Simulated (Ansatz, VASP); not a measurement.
## Two plane-wave programs on Ge

```
CELL_PARAMETERS angstrom
3.99697 0.00000 0.00000
-1.99848 3.46148 0.00000
0.00000 0.00000 6.59637
ATOMIC_POSITIONS crystal
Ge 0.66667 0.33333 0.06291
Ge 0.33333 0.66667 0.56291
Ge 0.66667 0.33333 0.43709
Ge 0.33333 0.66667 0.93709
```

Alike in both runs: task single point; functional PBEsol; k mesh 18 × 18 × 8; occupations gaussian, width 0.15 eV; no spin polarisation.

|  | VASP | Ansatz |
| --- | --- | --- |
| version | VASP 6.6.1 | Ansatz 0.2.0 |
| potentials or method | VASP PAW PBE potentials, release 64 (Ge_d), cutoff 520 eV | scalar-relativistic, plane waves, PAW |
| valence electrons in the cell | 56 | 56 |

|  | VASP | Ansatz | Ansatz less VASP |
| --- | --- | --- | --- |
| gap on the k mesh at the Fermi level (eV) | none | none | - |
| pressure (GPa) | -0.1 | 0.0 | +0.12 |

VASP's potentials were made for PBE, not for PBEsol. A gap of «none» marks a metal or a gap that the smearing closes.
